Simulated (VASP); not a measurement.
# ScAl15N16 (P3m1) in VASP: notebook

Runs on ScAl15N16. Level: PBEsol. Tasks: single point.

Program: VASP 6.6.1. These are calculated values, not measurements. Logs are shortened: lines on timing, memory, paths and dates and some standing lists are left out, and cuts for length are marked.

### Step 1. The cell of the first run

It takes space group P3m1 (No. 156, trigonal). The conventional cell has a = 6.288 Å, b = 6.288 Å, c = 10.061 Å, α = 90.00°, β = 90.00°, γ = 120.00°. Sc (site symmetry 3m) has 4 N at 1.91 Å within 2.5 Å. Al (site symmetry 3m) has 4 N at 1.91 Å within 2.5 Å. Al (site symmetry m) has 4 N at 1.91 Å within 2.5 Å. Al (site symmetry m) has 4 N at 1.91 Å within 2.5 Å. Within 2.5 Å of Al (site symmetry m) lie 4 N at 1.91 Å. Within 2.5 Å of Al (site symmetry m) lie 4 N at 1.91 Å. Within 2.5 Å of Al (site symmetry 3m) lie 4 N at 1.91 Å. Al (site symmetry 3m) has 4 N at 1.91 Å within 2.5 Å.

### Step 2. Single point, PBEsol

Input file INCAR:

```
SYSTEM = ScAl15N16
PREC = Accurate
ENCUT = 520
EDIFF = 1E-6
ISMEAR = 0
SIGMA = 0.1
LREAL = Auto
LASPH = .TRUE.
NELM = 60
ALGO = Normal
ISIF = 2
LWAVE = .FALSE.
LCHARG = .FALSE.
GGA = PS
NBANDS = 90
```

Input file KPOINTS:

```
Automatic mesh
0
G
  3 3 2
  0 0 0
```

Input file POSCAR:

```
ScAl15N16
1.0
   -3.1439243600     -5.4454367200      0.0000000000
    6.2878487200      0.0000000000      0.0000000000
    0.0000000000      0.0000000000     10.0609619200
Sc Al N
1 15 16
Direct
    0.1666666700      0.8333333300      0.0000000000
    0.1666666700      0.8333333300      0.5000000000
    0.1666666700      0.3333333300      0.0000000000
    0.1666666700      0.3333333300      0.5000000000
    0.6666666700      0.8333333300      0.0000000000
    0.6666666700      0.8333333300      0.5000000000
    0.6666666700      0.3333333300      0.0000000000
    0.6666666700      0.3333333300      0.5000000000
    0.3333333300      0.1666666700      0.2500000000
    0.3333333300      0.1666666700      0.7500000000
    0.3333333300      0.6666666700      0.2500000000
    0.3333333300      0.6666666700      0.7500000000
    0.8333333300      0.1666666700      0.2500000000
    0.8333333300      0.1666666700      0.7500000000
    0.8333333300      0.6666666700      0.2500000000
    0.8333333300      0.6666666700      0.7500000000
    0.1666666700      0.8333333300      0.1900000000
    0.1666666700      0.8333333300      0.6900000000
    0.1666666700      0.3333333300      0.1900000000
    0.1666666700      0.3333333300      0.6900000000
    0.6666666700      0.8333333300      0.1900000000
    0.6666666700      0.8333333300      0.6900000000
    0.6666666700      0.3333333300      0.1900000000
    0.6666666700      0.3333333300      0.6900000000
    0.3333333300      0.1666666700      0.4400000000
    0.3333333300      0.1666666700      0.9400000000
    0.3333333300      0.6666666700      0.4400000000
    0.3333333300      0.6666666700      0.9400000000
    0.8333333300      0.1666666700      0.4400000000
    0.8333333300      0.1666666700      0.9400000000
    0.8333333300      0.6666666700      0.4400000000
    0.8333333300      0.6666666700      0.9400000000
```

Potentials or basis: VASP PAW PBE potentials, release 64 (Sc_sv, Al, N).

Run with:

```console
> cat potpaw_PBE.64/Sc_sv/POTCAR potpaw_PBE.64/Al/POTCAR potpaw_PBE.64/N/POTCAR > POTCAR
> mpirun -np 1 vasp_std > vasp.out
```

OUTCAR:

```text
SYSTEM = ScAl15N16
   PREC = Accurate
   ENCUT = 520
   EDIFF = 1E-6
   ISMEAR = 0
   LREAL = Auto
   LASPH = .TRUE.
   NELM = 60
   ISIF = 2
   GGA = PS

 ion  position               nearest neighbor table
   1  0.167  0.833  0.000-  17 1.91  28 1.91  32 1.91  26 1.91  11 3.10  12 3.10  15 3.10  16 3.10
                             9 3.10  10 3.10   5 3.14   7 3.14   5 3.14   7 3.14   3 3.14   3 3.14
   2  0.167  0.833  0.500-  18 1.91  27 1.91  31 1.91  25 1.91  11 3.10  12 3.10  15 3.10  16 3.10
                             9 3.10  10 3.10   6 3.14   8 3.14   6 3.14   8 3.14   4 3.14   4 3.14
   3  0.167  0.333  0.000-  19 1.91  26 1.91  30 1.91  28 1.91   9 3.10  10 3.10  13 3.10  14 3.10
                            11 3.10  12 3.10   5 3.14   7 3.14   7 3.14   5 3.14   1 3.14   1 3.14
   4  0.167  0.333  0.500-  20 1.91  25 1.91  29 1.91  27 1.91   9 3.10  10 3.10  13 3.10  14 3.10
                            11 3.10  12 3.10   6 3.14   8 3.14   8 3.14   6 3.14   2 3.14   2 3.14
   5  0.667  0.833  0.000-  21 1.91  32 1.91  28 1.91  30 1.91  15 3.10  16 3.10  11 3.10  12 3.10
                            13 3.10  14 3.10   1 3.14   3 3.14   1 3.14   3 3.14   7 3.14   7 3.14
   6  0.667  0.833  0.500-  22 1.91  31 1.91  27 1.91  29 1.91  15 3.10  16 3.10  11 3.10  12 3.10
                            13 3.10  14 3.10   2 3.14   4 3.14   2 3.14   4 3.14   8 3.14   8 3.14
   7  0.667  0.333  0.000-  23 1.91  30 1.91  26 1.91  32 1.91  13 3.10  14 3.10   9 3.10  10 3.10
                            15 3.10  16 3.10   1 3.14   3 3.14   3 3.14   1 3.14   5 3.14   5 3.14
   8  0.667  0.333  0.500-  24 1.91  29 1.91  25 1.91  31 1.91  13 3.10  14 3.10   9 3.10  10 3.10
                            15 3.10  16 3.10   2 3.14   4 3.14   4 3.14   2 3.14   6 3.14   6 3.14
   9  0.333  0.167  0.250-  25 1.91  19 1.91  23 1.91  17 1.91   3 3.10   4 3.10   7 3.10   8 3.10
                             1 3.10   2 3.10  13 3.14  15 3.14  13 3.14  15 3.14  11 3.14  11 3.14
  10  0.333  0.167  0.750-  26 1.91  20 1.91  24 1.91  18 1.91   3 3.10   4 3.10   7 3.10   8 3.10
                             1 3.10   2 3.10  14 3.14  16 3.14  14 3.14  16 3.14  12 3.14  12 3.14
  11  0.333  0.667  0.250-  27 1.91  17 1.91  21 1.91  19 1.91   1 3.10   2 3.10   5 3.10   6 3.10
                             3 3.10   4 3.10  13 3.14  15 3.14  15 3.14  13 3.14   9 3.14   9 3.14
[... 9 lines left out ...]
                             7 3.10   8 3.10  10 3.14  12 3.14  12 3.14  10 3.14  14 3.14  14 3.14
  17  0.167  0.833  0.190-   1 1.91  11 1.91  15 1.91   9 1.91
  18  0.167  0.833  0.690-   2 1.91  12 1.91  16 1.91  10 1.91
  19  0.167  0.333  0.190-   3 1.91   9 1.91  13 1.91  11 1.91
  20  0.167  0.333  0.690-   4 1.91  10 1.91  14 1.91  12 1.91
  21  0.667  0.833  0.190-   5 1.91  15 1.91  11 1.91  13 1.91
  22  0.667  0.833  0.690-   6 1.91  16 1.91  12 1.91  14 1.91
[... 8 lines left out ...]
  31  0.833  0.667  0.440-  15 1.91   6 1.91   2 1.91   8 1.91
  32  0.833  0.667  0.940-  16 1.91   5 1.91   1 1.91   7 1.91

  LATTYP: Found a hexagonal cell.
 ALAT       =     6.2878487142
 C/A-ratio  =     1.6000642473

  Lattice vectors:

 A1 = (  -3.1439243600,  -5.4454367200,   0.0000000000)
 A2 = (   6.2878487200,   0.0000000000,   0.0000000000)
 A3 = (   0.0000000000,   0.0000000000,  10.0609619200)

Analysis of symmetry for initial positions (statically):
=====================================================================
 Subroutine PRICEL returns:
 Original cell was already a primitive cell.

 Routine SETGRP: Setting up the symmetry group for a
 hexagonal supercell.

 Subroutine GETGRP returns: Found  6 space group operations
 (whereof  2 operations were pure point group operations)
 out of a pool of 24 trial point group operations.

The static configuration has the point symmetry C_1h.
 The point group associated with its full space group is C_3v.

Analysis of symmetry for dynamics (positions and initial velocities):
=====================================================================
 Subroutine PRICEL returns:
 Original cell was already a primitive cell.

 Routine SETGRP: Setting up the symmetry group for a
 hexagonal supercell.

 Subroutine GETGRP returns: Found  6 space group operations
 (whereof  2 operations were pure point group operations)
 out of a pool of 24 trial point group operations.

The dynamic configuration has the point symmetry C_1h.
 The point group associated with its full space group is C_3v.

 Subroutine INISYM returns: Found  6 space group operations
 (whereof  2 operations are pure point group operations),
 and found     1 'primitive' translations

----------------------------------------------------------------------------------------

                                     Primitive cell

  volume of cell :     344.4882

  direct lattice vectors                    reciprocal lattice vectors
[... 72 lines left out ...]
 SYSTEM =  ScAl15N16
   PREC   = accura    normal or accurate (medium, high low for compatibility)
   ISTART =      0    job   : 0-new  1-cont  2-samecut
   ICHARG =      2    charge: 1-file 2-atom 10-const
   ISPIN  =      1    spin polarized calculation?
   LNONCOLLINEAR =      F non collinear calculations
   LSORBIT =      F    spin-orbit coupling
   LASPH  =      T    aspherical Exc in radial PAW
   ENCUT  =  520.0 eV  38.22 Ry    6.18 a.u.  11.69 11.69 18.71*2*pi/ulx,y,z
   NELM   =     60;   NELMIN=  2; NELMDL= -5     # of ELM steps
   EDIFF  = 0.1E-05   stopping-criterion for ELM
   LREAL  =      T    real-space projection
   EDIFFG = 0.1E-04   stopping-criterion for IOM
   NSW    =      0    number of steps for IOM
   IBRION =     -1    ionic relax: 0-MD 1-quasi-New 2-CG
   NFREE  =      0    steps in history (QN), initial steepest desc. (CG)
   ISIF   =      2    stress and relaxation
   ISYM   =      2    0-nonsym 1-usesym 2-fastsym
   POTIM  = 0.5000    time-step for ionic-motion
   TEBEG  =    0.0;   TEEND  =   0.0 temperature during run
   PSTRESS=    0.0 pullay stress
   NELECT =     136.0000    total number of electrons
   NUPDOWN=      -1.0000    fix difference up-down
   EMIN   =  10.00;   EMAX   =-10.00  energy-range for DOS
   EFERMI =   0.00;   METHOD = LEGACY
   ISMEAR =     0;   SIGMA  =   0.10  broadening in eV -4-tet -1-fermi 0-gaus
   EFERMI_NEDOS =   21; number of points for ismear=-14 and -15
   IALGO  =     38    algorithm
   IMIX   =      4    mixing-type and parameters
     AMIX     =   0.40;   BMIX     =  1.00
     AMIX_MAG =   1.60;   BMIX_MAG =  1.00
  volume/ion in A,a.u.               =      10.77        72.65
  Fermi-wavevector in a.u.,A,eV,Ry     =   1.200963  2.269491 19.623854  1.442313
  Thomas-Fermi vector in A             =   2.336785
   LORBIT       =      0    0 simple, 1 ext, 2 COOP (PROOUT), +10 PAW based schemes
   GGA     = PS    functional components
   LHFCALC =     F    Hartree Fock is set to
   AEXX    =    0.0000 exact exchange contribution
   IVDW    =     0    specifies the selected vdW correction
   LEPSILON=     F    determine dielectric tensor
   LRPA    =     F    only Hartree local field effects (RPA)
 non-spin polarized calculation
 Gauss-broadening in eV      SIGMA  =   0.10
  energy-cutoff  :      520.00
  volume of cell :      344.49
 maximum number of plane-waves:      9312
 NGX is ok and might be reduce to    48
   NGX = 23   NGY = 23   NGZ = 37

 number of electron     135.9999998 magnetization

 Free energy of the ion-electron system (eV)
  ---------------------------------------------------
  ext. energy  EPLUGINS =         0.00000000
  ---------------------------------------------------
  free energy    TOTEN  =      -251.95740054 eV

  energy without entropy =     -251.95740054  energy(sigma->0) =     -251.95740054

 E-fermi :   6.1066     XC(G=0): -11.0452

 val. band max:        5.5470769989   @ k =   0.0000   0.0000   0.0000
 cond. band min:       9.5986896156   @ k =   0.0000   0.0000   0.0000
 fundamental gap:      4.0516126167
 Fermi energy:         6.1065835511

 k-point     1 :       0.0000    0.0000    0.0000
  band No.  band energies     occupation
      1     -39.6523      2.00000
      2     -18.7996      2.00000
      3     -18.7953      2.00000
      4     -18.7953      2.00000
      5      -9.2069      2.00000
      6      -8.3845      2.00000
[... 487 lines left out ...]
     79      12.2879      0.00000
     80      12.4048      0.00000
 [bands above 80 left out]

------------------------ aborting loop because EDIFF is reached ----------------------------------------

  FORCE on cell =-STRESS in cart. coord.  units (eV):
  Direction    XX          YY          ZZ          XY          YZ          ZX
  --------------------------------------------------------------------------------------
  -------------------------------------------------------------------------------------
  Total       -1.7201258     -1.7201258     -0.3546436      0.0000000     -0.0000000     -0.0000000
  in kB       -8.0001198     -8.0001198     -1.6494090      0.0000000     -0.0000000     -0.0000000
  external PRESSURE =      -5.8832162 kB  Pullay stress =       0.0000000 kB

 VOLUME and BASIS-vectors are now :
 -----------------------------------------------------------------------------
  energy-cutoff  :      520.00
  volume of cell :      344.49
      direct lattice vectors                 reciprocal lattice vectors
    -3.143924360 -5.445436720  0.000000000     0.000000000 -0.183640000  0.000000000
     6.287848720  0.000000000  0.000000000     0.159036905 -0.091820000  0.000000000
     0.000000000  0.000000000 10.060961920     0.000000000  0.000000000  0.099394075

 POSITION                                       TOTAL-FORCE (eV/Angst)
 -----------------------------------------------------------------------------------
      4.71589     -0.90757      0.00000         0.000000      0.000000     -0.550967
      4.71589     -0.90757      5.03048         0.000000      0.000000     -0.237656
      1.57196     -0.90757      0.00000         0.000000     -0.239294     -0.264955
      1.57196     -0.90757      5.03048         0.000000     -0.010422     -0.092573
      3.14392     -3.63029      0.00000        -0.207235      0.119647     -0.264955
      3.14392     -3.63029      5.03048        -0.009026      0.005211     -0.092573
[... 24 lines left out ...]
      1.57196     -4.53786      4.42682         0.000000      0.042049      0.141347
      1.57196     -4.53786      9.45730        -0.000000      3.254612     -0.916851
 -----------------------------------------------------------------------------------
    total drift:                               -0.000323     -0.000187      0.032683

  FREE ENERGIE OF THE ION-ELECTRON SYSTEM (eV)
  ---------------------------------------------------
  free  energy   TOTEN  =      -251.9574005405 eV

  energy  without entropy=     -251.9574005405  energy(sigma->0) =     -251.95740054
```

Wall time 5.7 min (1 thread of Intel Xeon Platinum 8259CL at 2.50GHz (Skylake/Cascade Lake), shared host); peak memory 0.49 GiB.

Results:

- Free energy: -251.9574 eV
- Pressure: -0.6 GPa
- Largest force: 3.510 eV/Å
- Band gap on the k mesh: 4.05 eV

Forces on the atoms (eV/Å):
```
Sc   0.000  0.000 -0.551
Al   0.000  0.000 -0.238
Al   0.000 -0.239 -0.265
Al   0.000 -0.010 -0.093
Al  -0.207  0.120 -0.265
Al  -0.009  0.005 -0.093
Al   0.207  0.120 -0.265
Al   0.009  0.005 -0.093
Al   0.002 -0.001  0.031
Al   0.181 -0.105 -0.070
Al  -0.002 -0.001  0.031
Al  -0.181 -0.105 -0.070
Al   0.000  0.000 -0.059
Al   0.000  0.000 -0.163
Al   0.000  0.002  0.031
Al   0.000  0.209 -0.070
N    0.000  0.000  3.510
N    0.000  0.000  0.215
N    0.000  0.024  0.105
N    0.000  0.046  0.087
N    0.021 -0.012  0.105
N    0.040 -0.023  0.087
N   -0.021 -0.012  0.105
N   -0.040 -0.023  0.087
N    0.036 -0.021  0.141
N    2.819 -1.627 -0.917
N   -0.036 -0.021  0.141
N   -2.819 -1.627 -0.917
N    0.000  0.000  0.076
N    0.000  0.000  0.148
N    0.000  0.042  0.141
N    0.000  3.255 -0.917
```

Caveat: the PAW data sets were made with another functional, which shifts forces and pressure a little.

### Step 3. Single point, PBEsol

This run uses another cell than the first one, of 10.68 Å³/atom.

Input file INCAR:

```
ALGO = Normal ; EDIFF = 1E-6
ENCUT = 520 ; GGA = PS
ISIF = 2 ; ISMEAR = 0
LASPH = True ; LCHARG = False
LREAL = Auto ; LWAVE = False
NBANDS = 90 ; NELM = 100
PREC = Accurate ; SIGMA = 0.1
```

Input file KPOINTS:

```
k-points
0
Gamma
  6 6 2
```

Input file POSCAR:

```
ScAl15N16
1.0
   -3.1391488961     -5.4371653806      0.0000000000
    6.2782977922      0.0000000000      0.0000000000
    0.0000000000      0.0000000000     10.0108828957
Sc Al N
1 15 16
Direct
    0.1666666667      0.8333333333     -0.0026624472
    0.1666666667      0.8333333333      0.4994027439
    0.1688483421      0.3344241711     -0.0013305030
    0.1653869953      0.3326934977      0.4996379350
    0.6655758289      0.8311516579     -0.0013305030
    0.6673065023      0.8346130047      0.4996379350
    0.6655758289      0.3344241711     -0.0013305030
    0.6673065023      0.3326934977      0.4996379350
    0.3344561160      0.1689122321      0.2530700558
    0.3353385866      0.1706771731      0.7465979832
    0.3344561160      0.6655438840      0.2530700558
    0.3353385866      0.6646614134      0.7465979832
    0.8333333333      0.1666666667      0.2486668357
    0.8333333333      0.1666666667      0.7493038197
    0.8310877679      0.6655438840      0.2530700558
    0.8293228269      0.6646614134      0.7465979832
    0.1666666667      0.8333333333      0.2040145253
    0.1666666667      0.8333333333      0.6926333654
    0.1674665470      0.3337332735      0.1907669665
    0.1644817083      0.3322408541      0.6889864273
    0.6662667265      0.8325334530      0.1907669665
    0.6677591459      0.8355182917      0.6889864273
    0.6662667265      0.3337332735      0.1907669665
    0.6677591459      0.3322408541      0.6889864273
    0.3341219542      0.1682439083      0.4431548002
    0.3428940423      0.1857880845      0.9351370582
    0.3341219542      0.6658780458      0.4431548002
    0.3428940423      0.6571059577      0.9351370582
    0.8333333333      0.1666666667      0.4392353150
    0.8333333333      0.1666666667      0.9413436729
    0.8317560917      0.6658780458      0.4431548002
    0.8142119155      0.6571059577      0.9351370582
```

Potentials or basis: VASP PAW PBE potentials, release 64 (Sc_sv, Al, N).

Run with:

```console
> cat potpaw_PBE.64/Sc_sv/POTCAR potpaw_PBE.64/Al/POTCAR potpaw_PBE.64/N/POTCAR > POTCAR
> mpirun -np 1 vasp_std > vasp.out
```

Wall time 14 min (1 thread of Intel Xeon Platinum 8259CL at 2.50GHz (Skylake/Cascade Lake), shared host); peak memory 0.6 GiB.

It converged, with:

| Item | Value |
| --- | --- |
| Free energy | -252.7967 eV |
| Pressure | 0.0 GPa |
| Largest force | 0.050 eV/Å |
| Band gap on the k mesh | 4.03 eV |

Forces in eV/Å, atoms in the order of the input:
```
Sc   0.000  0.000 -0.011
Al   0.000  0.000 -0.002
Al   0.000 -0.003  0.016
Al   0.000  0.006  0.005
Al  -0.003  0.002  0.016
Al   0.005 -0.003  0.005
Al   0.003  0.002  0.016
Al  -0.005 -0.003  0.005
Al  -0.020  0.011 -0.012
Al   0.006 -0.003 -0.016
Al   0.020  0.011 -0.012
Al  -0.006 -0.003 -0.016
Al   0.000  0.000 -0.014
Al   0.000  0.000  0.024
Al   0.000 -0.023 -0.012
Al   0.000  0.007 -0.016
N    0.000  0.000  0.050
N    0.000  0.000 -0.011
N    0.000  0.001  0.001
N    0.000  0.006 -0.002
N    0.001 -0.001  0.001
N    0.006 -0.003 -0.002
N   -0.001 -0.001  0.001
N   -0.006 -0.003 -0.002
N    0.005 -0.003  0.005
N    0.033 -0.019 -0.011
N   -0.005 -0.003  0.005
N   -0.033 -0.019 -0.011
N    0.000  0.000  0.002
N    0.000  0.000  0.002
N    0.000  0.006  0.005
N    0.000  0.039 -0.011
```

Levels at points of the mesh, in eV from the valence-band top:
```csv
k point,band 66,band 67,band 68,band 69,band 70,band 71
"(0.00, 0.00, 0.00)",-0.24,-0.24,0.00,4.03,4.72,4.72
"(0.50, 0.00, 0.00)",-0.33,-0.27,-0.11,4.83,4.93,5.06
"(0.00, 0.00, 0.50)",-0.41,-0.24,-0.24,4.53,4.53,4.54
"(0.50, 0.00, 0.50)",-0.53,-0.24,-0.09,4.90,4.99,5.04
```

Caveat: the PAW data sets were made with another functional, which shifts forces and pressure a little.
